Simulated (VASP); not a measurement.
**CaO: single point with r2SCAN**

Crystal: CaO.

```
Ca O
1.0
     3.25216    0.00000    0.00000
    -1.62608    2.81646    0.00000
     0.00000    0.00000    5.69562
Ca O
2 2
Cartesian
  0.0000 0.0000 0.0000
  0.0000 0.0000 2.8478
  0.0000 1.8776 1.4239
  1.6261 0.9388 4.2717
```

This cell differs from its parent crystal: volume changed by -6%.

```
Program                : VASP 6.6.1
Task                   : single point
Functional             : r2SCAN
Potentials or basis    : VASP PAW PBE potentials, release 64 (Ca_sv, O)
Cutoff                 : 520 eV
k mesh                 : 9 × 9 × 4
Occupations            : gaussian, width 0.01 eV
Spin                   : no spin polarisation
Dipole correction      : no
Further INCAR settings : ALGO = Normal; EDIFF = 1e-06; NBANDS = 24
```

```
Pressure               : 9.3 GPa
Band gap on the k mesh : 4.47 eV, direct
```

Stress tensor (GPa, compression positive):
```
9.01 0.00 0.00
0.00 9.01 0.00
0.00 0.00 9.97
```

Levels at points of the mesh, in eV from the valence-band top:
| k point | band 13 | band 14 | band 15 | band 16 | band 17 | band 18 | band 19 | band 20 |
| --- | --- | --- | --- | --- | --- | --- | --- | --- |
| (0.00, 0.00, 0.00) | -1.19 | -0.24 | 0.00 | 0.00 | 4.47 | 6.15 | 7.20 | 7.20 |
| (0.00, 0.00, 0.50) | -0.65 | -0.65 | -0.65 | -0.65 | 6.67 | 6.67 | 7.85 | 7.85 |

It took 100 s on 1 thread of Intel Xeon 6975P-C, on a shared host, peak memory 0.2 GiB.

Caveat: the PAW data sets were made with another functional, which shifts forces and pressure a little. A k mesh can miss the band edges.
